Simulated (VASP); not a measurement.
**ZrFeS3: density of states with PBE**

Crystal: ZrFeS3.

```
CELL_PARAMETERS angstrom
4.41959 0.00000 0.00000
0.00000 4.41959 0.00000
0.00000 0.00000 4.41959
ATOMIC_POSITIONS crystal
Zr 0.00000 0.00000 0.00000
Fe 0.50000 0.50000 0.50000
S 0.00000 0.50000 0.50000
S 0.50000 0.00000 0.50000
S 0.50000 0.50000 0.00000
```

```json
{
 "Program": "VASP 6.6.1",
 "Task": "density of states",
 "Functional": "PBE",
 "Potentials or basis": "VASP PAW PBE potentials, release 64 (Zr_sv, Fe, S)",
 "Cutoff": "520 eV",
 "k mesh": "8 × 8 × 8",
 "Occupations": "gaussian, width 0.1 eV",
 "Spin": "collinear spin, ferrimagnetic start",
 "Starting moments": "[-0.31, 2.0, 0.0, 0.0, 0.0] μB",
 "Dipole correction": "no",
 "k mesh for the DOS": "12 × 12 × 12",
 "Occupations for the DOS": "tetrahedron",
 "Further INCAR settings": "ALGO = Normal; EDIFF = 1e-07; NBANDS = 31"
}
```

```json
{
 "Net moment": "1.81 μB per cell",
 "Site moments": "Zr -0.31; Fe +1.78; S +0.05 μB",
 "Valence electrons inside the program's atomic spheres": "Zr 9.42; Fe 7.56; S 3.71"
}
```

Levels at points of the mesh, in eV from the Fermi level:
Spin up:
```tsv
k point	band 18	band 19	band 20	band 21	band 22	band 23
(0.00, 0.00, 0.00)	-1.93	-0.86	-0.86	-0.86	-0.05	-0.05
(0.50, 0.00, 0.00)	-1.70	-0.85	-0.85	0.03	0.16	0.74
(0.50, 0.50, 0.00)	-1.30	-1.04	-0.88	0.80	0.98	2.11
(0.50, 0.50, 0.50)	-0.22	-0.22	0.54	0.72	0.72	0.72
```
Spin down:
```
           k point  band 15  band 16  band 17  band 18  band 19  band 20  band 21  band 22
(0.00, 0.00, 0.00)    -1.59    -1.59    -1.02    -1.02    -0.78    -0.78    -0.78     0.34
(0.50, 0.00, 0.00)    -1.67    -1.67    -1.28     0.00     0.01     0.37     0.54     0.54
(0.50, 0.50, 0.00)    -3.24    -0.88    -0.25     0.06     0.06     0.15     0.78     1.16
(0.50, 0.50, 0.50)    -0.06    -0.06     0.38     0.38     0.38     0.42     0.56     0.56
```

Wall time 6.2 min on 1 thread of Intel(R) Xeon(R) Platinum 8488C (Sapphire Rapids) (shared host), peak memory 0.48 GiB.

Caveat: a cell with one magnetic atom can't hold antiferromagnetic order, which such compounds often take.
